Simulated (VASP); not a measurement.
## Mg2Sn: single point with PBE

Crystal: Mg2Sn.

```
Sn Mg
1.0
     0.00000    3.37994    3.37994
     3.37994    0.00000    3.37994
     3.37994    3.37994    0.00000
Sn Mg
1 2
Direct
  0.00000 0.00000 0.00000
  0.25000 0.25000 0.25000
  0.75000 0.75000 0.75000
```

* Program: VASP 6.6.1
* Task: single point
* Functional: PBE
* Potentials or basis: VASP PAW PBE potentials, release 64 (Sn_d, Mg)
* Cutoff: 600 eV
* k mesh: 6 × 6 × 6
* Occupations: fermi-dirac, width 0.02 eV
* Spin: no spin polarisation
* Dipole correction: no
* Further INCAR settings: ALGO = Normal; EDIFF = 1e-06; NBANDS = 16

```json
{
 "Pressure": "1.1 GPa",
 "Band gap on the k mesh": "zero (band 9 reaches 4.29 eV, above the bottom of band 10 at 4.13 eV)"
}
```

Levels at points of the mesh, in eV from the Fermi level:
| k point | band 6 | band 7 | band 8 | band 9 | band 10 | band 11 | band 12 | band 13 |
| --- | --- | --- | --- | --- | --- | --- | --- | --- |
| (0.00, 0.00, 0.00) | -9.03 | 0.08 | 0.08 | 0.08 | 1.50 | 2.22 | 2.22 | 2.22 |
| (0.50, 0.00, 0.00) | -7.77 | -4.74 | -0.75 | -0.75 | 0.74 | 2.29 | 2.29 | 4.03 |
| (0.50, 0.50, 0.00) | -7.26 | -4.52 | -2.03 | -2.03 | -0.08 | 0.24 | 7.30 | 7.30 |

Run time: 38 s on 1 thread of AMD EPYC 7R43 64-Core Processor (Zen 3), with other jobs on the host, peak memory 0.21 GiB.

Caveat: spin-orbit coupling is left out, which moves the levels of the heavy elements.
